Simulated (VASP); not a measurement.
Input of a VASP 6.6.1 run:

INCAR

```
SYSTEM = In
ALGO = Normal
EDIFF = 1E-7
EDIFFG = -0.01
ENCUT = 600
GGA = PS
IBRION = 2
ISIF = 3
ISMEAR = -1
LASPH = .TRUE.
LCHARG = .FALSE.
LREAL = .FALSE.
LWAVE = .FALSE.
NELM = 80
NSW = 80
PREC = Accurate
SIGMA = 0.1
```

File KPOINTS:

```
k-points
0
G
  11 11 6
  0 0 0
```

POSCAR

```
In
1.0
    3.3313943041      0.0000000000      0.0000000000
   -1.6656971520      2.8850720974      0.0000000000
    0.0000000000      0.0000000000      5.4401668986
In
2
Direct
    0.3333333333      0.6666666667      0.2500000000
    0.6666666667      0.3333333333      0.7500000000
```

Potentials or basis: VASP PAW PBE potentials, release 64 (In_d).

Command:

```sh
$ cat potpaw_PBE.64/In_d/POTCAR > POTCAR
$ mpirun -np 1 vasp_std > vasp.out
```

Q: Estimate the relaxed cell.

A: a = 3.316 Å, b = 3.316 Å, c = 5.398 Å, α = 90.00°, β = 90.00°, γ = 120.00°.

Q: Estimate the relaxed volume.

A: 25.70 Å³/atom.

Stress tensor (GPa, compression positive):
```
 0.02  0.00  0.00
 0.00  0.02  0.00
 0.00  0.00 -0.06
```

Caveat: the PAW data sets were made with another functional, which shifts forces and pressure a little.
